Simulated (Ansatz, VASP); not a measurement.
# NbB2 in VASP and in Ansatz

```
Nb B
1.0
     3.07345    0.00000    0.00000
    -1.53672    2.66168    0.00000
     0.00000    0.00000    3.27742
Nb B
1 2
Direct
  0.00000 0.00000 0.00000
  0.33333 0.66667 0.50000
  0.66667 0.33333 0.50000
```

Alike in both runs: functional LDA; k mesh 15 × 15 × 12; occupations gaussian, width 0.1 eV; no spin polarisation.

Ansatz relaxed the structure, and its values are those at the end. VASP's run is a single point on that final structure, the one shown.

|  | VASP | Ansatz |
| --- | --- | --- |
| version | VASP 6.6.1 | Ansatz 0.2.0 |
| potentials or method | VASP PAW LDA potentials, release 64 (Nb_sv, B), cutoff 520 eV | scalar-relativistic, plane waves, PAW |
| valence electrons in the cell | 19 | 19 |

Ansatz gave:

* gap on the k mesh at the Fermi level (eV): none
* pressure (GPa): 0.0

Task: What did VASP give for the same quantities?

Result: gap on the k mesh at the Fermi level (eV): none; pressure (GPa): 0.1.

LDA's correlation is that of Perdew and Zunger in VASP and of Perdew and Wang (1992) in Ansatz. A gap of «none» marks a metal or a gap that the smearing closes.
